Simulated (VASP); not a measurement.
Here is a VASP 6.6.1 calculation.

File INCAR:

```
ALGO = Normal
EDIFF = 1E-7
ENCUT = 520
GGA = PE
ISIF = 2
ISMEAR = 0
LASPH = T
LCHARG = T
LELF = T
LREAL = F
LVHAR = T
LWAVE = F
NBANDS = 66
NELM = 100
PREC = Accurate
SIGMA = 0.1
```

KPOINTS

```
k-points
0
Gamma
  4 4 4
```

POSCAR

```
Ge
1.0
    3.4108931000     -7.0673263000      0.0000000000
    3.4108931000      7.0673263000      0.0000000000
    0.0000000000      0.0000000000      4.0688432000
Ge
8
Direct
    0.1484630000      0.4838690000      0.0000000000
    0.8515370000      0.5161310000      0.0000000000
    0.5161310000      0.8515370000      0.0000000000
    0.4838690000      0.1484630000      0.0000000000
    0.9044290000      0.7266350000      0.5000000000
    0.0955710000      0.2733650000      0.5000000000
    0.2733650000      0.0955710000      0.5000000000
    0.7266350000      0.9044290000      0.5000000000
```

Potentials or basis: VASP PAW PBE potentials, release 64 (Ge_d).

Launch:

```sh
$ cat potpaw_PBE.64/Ge_d/POTCAR > POTCAR
$ mpirun -np 1 vasp_std > vasp.out
```

(1) Estimate the largest force.

(2) Estimate the pressure.

(3) What does it give for the band gap on the k mesh?

## Answers

(1) 0.029 eV/Å.

(2) 0.1 GPa.

(3) 0.01 eV.
